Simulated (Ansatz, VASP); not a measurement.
# Ru: VASP beside Ansatz

```xyz
2
Lattice="2.7058 0.0000 0.0000 -1.3529 2.3433 0.0000 0.0000 0.0000 4.3675" Properties=species:S:1:pos:R:3 pbc="T T T"
Ru    0.0000    1.5622    1.0919
Ru    1.3529    0.7811    3.2757
```

Change from the starting cell: zz strain of +2 %.

Alike in both runs: task single point; functional PBE; k mesh 14 × 14 × 8; occupations fermi-dirac, width 0.03 eV; no spin polarisation.

|  | VASP | Ansatz |
| --- | --- | --- |
| version | VASP 6.6.1 | Ansatz 0.2.0 |
| potentials or method | VASP PAW PBE potentials, release 64 (Ru_pv), cutoff 520 eV | all-electron LAPW, scalar-relativistic |

Ansatz gave:

| Item | Value |
| --- | --- |
| pressure (GPa) | -1.9 |
| traceless stress, the component that is largest in VASP (GPa) | -7.26 |

**Question.** Estimate VASP's values.

**Answer.** Pressure (GPa): -1.9; traceless stress, the component that is largest in VASP (GPa): -7.23.

Ansatz ran all-electron here, and VASP with PAW potentials.
